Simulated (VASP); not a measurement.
Write the native input for VASP 6.6.1 that does the following.

- Task: single point
- Functional: r2SCAN
- Potentials or basis: VASP PAW PBE potentials, release 64 (Mg)
- Cutoff: 520 eV
- k mesh: 3 × 3 × 2
- Occupations: fermi-dirac, width 0.1 eV
- Spin: no spin polarisation
- Dipole correction: no
- Further INCAR settings: ALGO = Normal; EDIFF = 1e-06; NBANDS = 9

Mg:

```xyz
2
Lattice="3.1793 0.0000 0.0000 -1.5896 2.7533 0.0000 0.0000 0.0000 5.1569" Properties=species:S:1:pos:R:3 pbc="T T T"
Mg    0.0000    1.8355    1.2892
Mg    1.5896    0.9178    3.8677
```

The input as run:

POSCAR

```
Mg
1.0
    3.1792646675      0.0000000000      0.0000000000
   -1.5896323337      2.7533239674      0.0000000000
    0.0000000000      0.0000000000      5.1568903974
Mg
2
Direct
    0.3333333333      0.6666666667      0.2500000000
    0.6666666667      0.3333333333      0.7500000000
```

INCAR.step1

```
PREC = Accurate
ENCUT = 520
ISMEAR = -1
SIGMA = 0.1
LREAL = F
LASPH = T
NELM = 60
NBANDS = 9
GGA = PE
ALGO = Normal
EDIFF = 1E-4
LWAVE = T
LCHARG = F
```

INCAR.step2

```
PREC = Accurate
ENCUT = 520
EDIFF = 1E-6
ISMEAR = -1
SIGMA = 0.1
LREAL = F
LASPH = T
NELM = 60
ALGO = Normal
ISIF = 2
LWAVE = F
LCHARG = T
METAGGA = R2SCAN
LMIXTAU = T
LELF = T
LVHAR = T
NBANDS = 9
ISTART = 1
```

KPOINTS

```
Automatic mesh
0
Gamma
  3 3 2
```

Potentials or basis: VASP PAW PBE potentials, release 64 (Mg).

The run is started by

```bash
$ cat potpaw_PBE.64/Mg/POTCAR > POTCAR
$ cp INCAR.step1 INCAR
$ mpirun -np 1 vasp_std > vasp.out
$ cp INCAR.step2 INCAR
$ mpirun -np 1 vasp_std > vasp.out
```

It gave:

The pressure is 0.7 GPa and the band gap on the k mesh is zero (bands 2 and 3 overlap by 1.46 eV).

Caveat: the k points lie up to 0.76 Å⁻¹ apart, too coarse for converged energies and pressures of a metal; the PAW data sets were made with another functional, which shifts forces and pressure a little.

Run time: 25 s on 1 thread of AMD EPYC 7R43 64-Core Processor (Zen 3) (shared host), peak memory 0.12 GiB.
